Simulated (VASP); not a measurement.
# Rb2SnRh6 (Fm-3m) in VASP: single point with r2SCAN

Aim: the single point of Rb2SnRh6 with r2SCAN.

Everything below comes from runs of VASP 6.6.1. Logs are shortened: lines on timing, memory, paths and dates and some standing lists are left out, and cuts for length are marked.

**1. The cell of the first run**

Symmetry: Fm-3m, No. 225, cubic system. The conventional cell has a = 9.109 Å, b = 9.109 Å, c = 9.109 Å, α = 90.00°, β = 90.00°, γ = 90.00°. Within 3.4 Å of Rh (site symmetry 4mm) lie 4 Rh at 2.60 Å and 1 Sn at 2.72 Å and 4 Rb at 3.25 Å. Within 3.6 Å of Sn (site symmetry m-3m) lie 6 Rh at 2.72 Å. Rb (site symmetry -43m) has 12 Rh at 3.25 Å and 4 Sn at 3.94 Å within 4.3 Å.

**2. Single point, r2SCAN**

File POSCAR:

```
Rb2SnRh6
1.0
    0.0000000000      4.5545719885      4.5545719885
    4.5545719885      0.0000000000      4.5545719885
    4.5545719885      4.5545719885      0.0000000000
Rh Sn Rb
6 1 2
Direct
    0.7985191324      0.2014808676      0.2014808676
    0.2014808676      0.7985191324      0.2014808676
    0.2014808676      0.7985191324      0.7985191324
    0.7985191324      0.2014808676      0.7985191324
    0.2014808676      0.2014808676      0.7985191324
    0.7985191324      0.7985191324      0.2014808676
    0.5000000000      0.5000000000      0.5000000000
    0.2500000000      0.2500000000      0.2500000000
    0.7500000000      0.7500000000      0.7500000000
```

File INCAR.step1:

```
PREC = Accurate ; ENCUT = 520
ISMEAR = -1 ; SIGMA = 0.1
LREAL = False ; LASPH = True
NELM = 100 ; NBANDS = 71
GGA = PE ; ALGO = Normal
EDIFF = 1E-4 ; LWAVE = True
LCHARG = False
```

File INCAR.step2:

```
PREC = Accurate ; ENCUT = 520
EDIFF = 1E-7 ; ISMEAR = -1
SIGMA = 0.1 ; LREAL = False
LASPH = True ; NELM = 100
ALGO = Normal ; ISIF = 2
LWAVE = False ; LCHARG = True
METAGGA = R2SCAN ; LMIXTAU = True
LELF = True ; LVHAR = True
NBANDS = 71 ; ISTART = 1
```

File KPOINTS:

```
regular mesh
0
Gamma
  7 7 7
```

Potentials or basis: VASP PAW PBE potentials, release 64 (Rh_pv, Sn_d, Rb_sv).

Launch:

```sh
cat potpaw_PBE.64/Rh_pv/POTCAR potpaw_PBE.64/Sn_d/POTCAR potpaw_PBE.64/Rb_sv/POTCAR > POTCAR
cp INCAR.step1 INCAR
mpirun -np 1 vasp_std > vasp.out
cp INCAR.step2 INCAR
mpirun -np 1 vasp_std > vasp.out
```

OUTCAR:

```text
PREC = Accurate
   ENCUT = 520
   EDIFF = 1E-7
   ISMEAR = -1
   LREAL = False
   LASPH = True
   NELM = 100
   ISIF = 2
   METAGGA = R2SCAN
   ISTART = 1

 ion  position               nearest neighbor table
   1  0.799  0.201  0.201-   2 2.60   4 2.60   5 2.60   6 2.60   7 2.72   9 3.25   9 3.25   8 3.25
                             8 3.25
   2  0.201  0.799  0.201-   1 2.60   3 2.60   5 2.60   6 2.60   7 2.72   9 3.25   9 3.25   8 3.25
                             8 3.25
   3  0.201  0.799  0.799-   2 2.60   4 2.60   5 2.60   6 2.60   7 2.72   9 3.25   9 3.25   8 3.25
                             8 3.25
   4  0.799  0.201  0.799-   1 2.60   3 2.60   5 2.60   6 2.60   7 2.72   9 3.25   9 3.25   8 3.25
                             8 3.25
   5  0.201  0.201  0.799-   1 2.60   2 2.60   3 2.60   4 2.60   7 2.72   9 3.25   9 3.25   8 3.25
                             8 3.25
   6  0.799  0.799  0.201-   1 2.60   2 2.60   3 2.60   4 2.60   7 2.72   9 3.25   9 3.25   8 3.25
                             8 3.25
   7  0.500  0.500  0.500-   1 2.72   2 2.72   3 2.72   4 2.72   5 2.72   6 2.72   8 3.94   8 3.94
                             8 3.94   9 3.94   9 3.94   9 3.94   9 3.94   8 3.94
   8  0.250  0.250  0.250-   1 3.25   4 3.25   6 3.25   2 3.25   3 3.25   6 3.25   3 3.25   4 3.25
                             5 3.25   1 3.25   2 3.25   5 3.25   7 3.94   7 3.94   7 3.94   7 3.94
   9  0.750  0.750  0.750-   3 3.25   4 3.25   6 3.25   1 3.25   2 3.25   6 3.25   1 3.25   4 3.25
                             5 3.25   2 3.25   3 3.25   5 3.25   7 3.94   7 3.94   7 3.94   7 3.94

  LATTYP: Found a face centered cubic cell.
 ALAT       =     9.1091439770

  Lattice vectors:

 A1 = (   0.0000000000,   4.5545719885,   4.5545719885)
 A2 = (   4.5545719885,   0.0000000000,   4.5545719885)
 A3 = (   4.5545719885,   4.5545719885,   0.0000000000)

Analysis of symmetry for initial positions (statically):
=====================================================================
 Subroutine PRICEL returns:
 Original cell was already a primitive cell.

 Routine SETGRP: Setting up the symmetry group for a
 face centered cubic supercell.

 Subroutine GETGRP returns: Found 48 space group operations
 (whereof 48 operations were pure point group operations)
 out of a pool of 48 trial point group operations.

The static configuration has the point symmetry O_h .

Analysis of symmetry for dynamics (positions and initial velocities):
=====================================================================
 Subroutine PRICEL returns:
 Original cell was already a primitive cell.

 Routine SETGRP: Setting up the symmetry group for a
 face centered cubic supercell.

 Subroutine GETGRP returns: Found 48 space group operations
 (whereof 48 operations were pure point group operations)
 out of a pool of 48 trial point group operations.

The dynamic configuration has the point symmetry O_h .

 Subroutine INISYM returns: Found 48 space group operations
 (whereof 48 operations are pure point group operations),
 and found     1 'primitive' translations

----------------------------------------------------------------------------------------

                                     Primitive cell

  volume of cell :     188.9612

  direct lattice vectors                    reciprocal lattice vectors
     0.000000000  4.554571989  4.554571989    -0.109779800  0.109779800  0.109779800
     4.554571989  0.000000000  4.554571989     0.109779800 -0.109779800  0.109779800
     4.554571989  4.554571989  0.000000000     0.109779800  0.109779800 -0.109779800

  length of vectors
     6.441137477  6.441137477  6.441137477     0.190144190  0.190144190  0.190144190

  position of ions in fractional coordinates (direct lattice)
     0.798519132  0.201480868  0.201480868
     0.201480868  0.798519132  0.201480868
     0.201480868  0.798519132  0.798519132
     0.798519132  0.201480868  0.798519132
     0.201480868  0.201480868  0.798519132
     0.798519132  0.798519132  0.201480868
     0.500000000  0.500000000  0.500000000
     0.250000000  0.250000000  0.250000000
     0.750000000  0.750000000  0.750000000

  ion indices of the primitive-cell ions
   primitive index   ion index
                 1           1
                 2           2
                 3           3
                 4           4
                 5           5
                 6           6
                 7           7
                 8           8
                 9           9

----------------------------------------------------------------------------------------

 KPOINTS: regular mesh

Automatic generation of k-mesh.
 Grid dimensions read from file:
 generate k-points for:    7    7    7

 Generating k-lattice:

  Cartesian coordinates                     Fractional coordinates (reciprocal lattice)
    -0.015682829  0.015682829  0.015682829     0.142857143  0.000000000  0.000000000
     0.015682829 -0.015682829  0.015682829     0.000000000  0.142857143  0.000000000
     0.015682829  0.015682829 -0.015682829     0.000000000  0.000000000  0.142857143

  Length of vectors
     0.027163456  0.027163456  0.027163456

  Shift w.r.t. Gamma in fractional coordinates (k-lattice)
     0.000000000  0.000000000  0.000000000

 Subroutine IBZKPT returns following result:
 ===========================================

 Found     20 irreducible k-points:

 Following reciprocal coordinates:
            Coordinates               Weight
  0.000000  0.000000  0.000000      1.000000
  0.142857  0.000000  0.000000      8.000000
  0.285714  0.000000  0.000000      8.000000
  0.428571  0.000000  0.000000      8.000000
  0.142857  0.142857  0.000000      6.000000
  0.285714  0.142857  0.000000     24.000000
[... 12 lines left out ...]
 -0.428571  0.428571  0.142857     24.000000
 -0.285714  0.428571  0.142857     24.000000
   k-points           NKPTS =     20   k-points in BZ     NKDIM =     20   number of bands    NBANDS=     71
   number of dos      NEDOS =    301   number of ions     NIONS =      9
   total plane-waves  NPLWV = 110592
   dimension x,y,z NGX =    48 NGY =   48 NGZ =   48
   dimension x,y,z NGXF=    96 NGYF=   96 NGZF=   96
   ions per type =               6   1   2
   NGX,Y,Z   is equivalent  to a cutoff of  12.39, 12.39, 12.39 a.u.
   NGXF,Y,Z  is equivalent  to a cutoff of  24.78, 24.78, 24.78 a.u.
 SYSTEM =  unknown system
   PREC   = accura    normal or accurate (medium, high low for compatibility)
   ISTART =      1    job   : 0-new  1-cont  2-samecut
   ICHARG =      0    charge: 1-file 2-atom 10-const
   ISPIN  =      1    spin polarized calculation?
   LNONCOLLINEAR =      F non collinear calculations
   LSORBIT =      F    spin-orbit coupling
   LASPH  =      T    aspherical Exc in radial PAW
   ENCUT  =  520.0 eV  38.22 Ry    6.18 a.u.  11.98 11.98 11.98*2*pi/ulx,y,z
   NELM   =    100;   NELMIN=  2; NELMDL=  0     # of ELM steps
   EDIFF  = 0.1E-06   stopping-criterion for ELM
   LREAL  =      F    real-space projection
   EDIFFG = 0.1E-05   stopping-criterion for IOM
   NSW    =      0    number of steps for IOM
   IBRION =     -1    ionic relax: 0-MD 1-quasi-New 2-CG
   NFREE  =      0    steps in history (QN), initial steepest desc. (CG)
   ISIF   =      2    stress and relaxation
   ISYM   =      2    0-nonsym 1-usesym 2-fastsym
   POTIM  = 0.5000    time-step for ionic-motion
   TEBEG  =    0.0;   TEEND  =   0.0 temperature during run
   PSTRESS=    0.0 pullay stress
   NELECT =     122.0000    total number of electrons
   NUPDOWN=      -1.0000    fix difference up-down
   EMIN   =  10.00;   EMAX   =-10.00  energy-range for DOS
   EFERMI =   0.00;   METHOD = LEGACY
   ISMEAR =    -1;   SIGMA  =   0.10  broadening in eV -4-tet -1-fermi 0-gaus
   EFERMI_NEDOS =   21; number of points for ismear=-14 and -15
   IALGO  =     38    algorithm
   IMIX   =      4    mixing-type and parameters
     AMIX     =   0.40;   BMIX     =  1.00
     AMIX_MAG =   1.60;   BMIX_MAG =  1.00
  volume/ion in A,a.u.               =      21.00       141.69
  Fermi-wavevector in a.u.,A,eV,Ry     =   1.414937  2.673844 27.239512  2.002048
  Thomas-Fermi vector in A             =   2.536428
   LORBIT       =      0    0 simple, 1 ext, 2 COOP (PROOUT), +10 PAW based schemes
   METAGGA = R2SCAN    functional components
   LHFCALC =     F    Hartree Fock is set to
   AEXX    =    0.0000 exact exchange contribution
   IVDW    =     0    specifies the selected vdW correction
   LEPSILON=     F    determine dielectric tensor
   LRPA    =     F    only Hartree local field effects (RPA)
 non-spin polarized calculation
  energy-cutoff  :      520.00
  volume of cell :      188.96
 maximum number of plane-waves:      5107
   NGX = 23   NGY = 23   NGZ = 23

 number of electron     121.9999981 magnetization

 Free energy of the ion-electron system (eV)
  ---------------------------------------------------
  ext. energy  EPLUGINS =         0.00000000
  ---------------------------------------------------
  free energy    TOTEN  =      -192.36311110 eV

  energy without entropy =     -191.99429613  energy(sigma->0) =     -192.17870362

 E-fermi :   5.9441     XC(G=0): -11.7837

 val. band max:        5.9373177901   @ k =  -0.2857   0.1429   0.0000
 cond. band min:       5.9496221124   @ k =  -0.4286   0.1429   0.0000
 fundamental gap:      0.0123043223
 Fermi energy:         5.9440938577

 k-point     1 :       0.0000    0.0000    0.0000
  band No.  band energies     occupation
      1     -41.7159      2.00000
      2     -41.4922      2.00000
      3     -41.4922      2.00000
      4     -41.4922      2.00000
      5     -41.3044      2.00000
      6     -41.3044      2.00000
[... 63 lines left out ...]
     70       9.7187      0.00000
     71       9.7187      0.00000

 k-point     2 :       0.1429    0.0000    0.0000
  band No.  band energies     occupation
      1     -41.7151      2.00000
      2     -41.4925      2.00000
      3     -41.4916      2.00000
      4     -41.4916      2.00000
      5     -41.3041      2.00000
      6     -41.3040      2.00000
[... 1324 lines left out ...]
 k-point    20 :      -0.2857    0.4286    0.1429
  band No.  band energies     occupation
      1     -41.7109      2.00000
      2     -41.4911      2.00000
      3     -41.4894      2.00000
      4     -41.4894      2.00000
      5     -41.3030      2.00000
      6     -41.3022      2.00000
[... 63 lines left out ...]
     70      10.1926      0.00000
     71      10.5464      0.00000

------------------------ aborting loop because EDIFF is reached ----------------------------------------

  FORCE on cell =-STRESS in cart. coord.  units (eV):
  Direction    XX          YY          ZZ          XY          YZ          ZX
  --------------------------------------------------------------------------------------
  -------------------------------------------------------------------------------------
  Total        0.4380263      0.4380263      0.4380263     -0.0000000     -0.0000000      0.0000000
  in kB        3.7139676      3.7139676      3.7139676     -0.0000000     -0.0000000      0.0000000
  external PRESSURE =       3.7139676 kB  Pullay stress =       0.0000000 kB

 VOLUME and BASIS-vectors are now :
 -----------------------------------------------------------------------------
  energy-cutoff  :      520.00
  volume of cell :      188.96
      direct lattice vectors                 reciprocal lattice vectors
     0.000000000  4.554571989  4.554571989    -0.109779800  0.109779800  0.109779800
     4.554571989  0.000000000  4.554571989     0.109779800 -0.109779800  0.109779800
     4.554571989  4.554571989  0.000000000     0.109779800  0.109779800 -0.109779800

 POSITION                                       TOTAL-FORCE (eV/Angst)
 -----------------------------------------------------------------------------------
      1.83532      4.55457      4.55457         0.016531     -0.000000      0.000000
      4.55457      1.83532      4.55457         0.000000      0.016531      0.000000
      7.27383      4.55457      4.55457        -0.016531     -0.000000      0.000000
      4.55457      7.27383      4.55457         0.000000     -0.016531      0.000000
      4.55457      4.55457      1.83532         0.000000     -0.000000      0.016531
      4.55457      4.55457      7.27383         0.000000     -0.000000     -0.016531
      4.55457      4.55457      4.55457         0.000000     -0.000000      0.000000
      2.27729      2.27729      2.27729         0.000000     -0.000000      0.000000
      6.83186      6.83186      6.83186         0.000000     -0.000000      0.000000
 -----------------------------------------------------------------------------------
    total drift:                                0.000000      0.000000      0.000000

  FREE ENERGIE OF THE ION-ELECTRON SYSTEM (eV)
  ---------------------------------------------------
  free  energy   TOTEN  =      -192.3631111013 eV

  energy  without entropy=     -191.9942961322  energy(sigma->0) =     -192.17870362
```

It took 13 min on 1 thread of Intel Xeon Platinum 8488C (Sapphire Rapids), shared host; peak memory 0.5 GiB.

What came out:

```
Free energy            : -192.3631 eV
Pressure               : 0.4 GPa
Largest force          : 0.017 eV/Å
Band gap on the k mesh : zero (bands 61 and 62 overlap by 0.62 eV)
```

Forces in eV/Å, atoms in the order of the input:
```
Rh   0.017  0.000  0.000
Rh   0.000  0.017  0.000
Rh  -0.017  0.000  0.000
Rh   0.000 -0.017  0.000
Rh   0.000  0.000  0.017
Rh   0.000  0.000 -0.017
Sn   0.000  0.000  0.000
Rb   0.000  0.000  0.000
Rb   0.000  0.000  0.000
```

Levels at points of the mesh, in eV from the Fermi level:
```tsv
k point	band 57	band 58	band 59	band 60	band 61	band 62	band 63	band 64	band 65	band 66
(0.00, 0.00, 0.00)	0.10	0.10	0.10	0.42	0.42	0.42	0.46	0.46	0.46	0.71
```

Caveat: the PAW data sets were made with another functional, which shifts forces and pressure a little; spin-orbit coupling is left out, which moves the levels of the heavy elements.
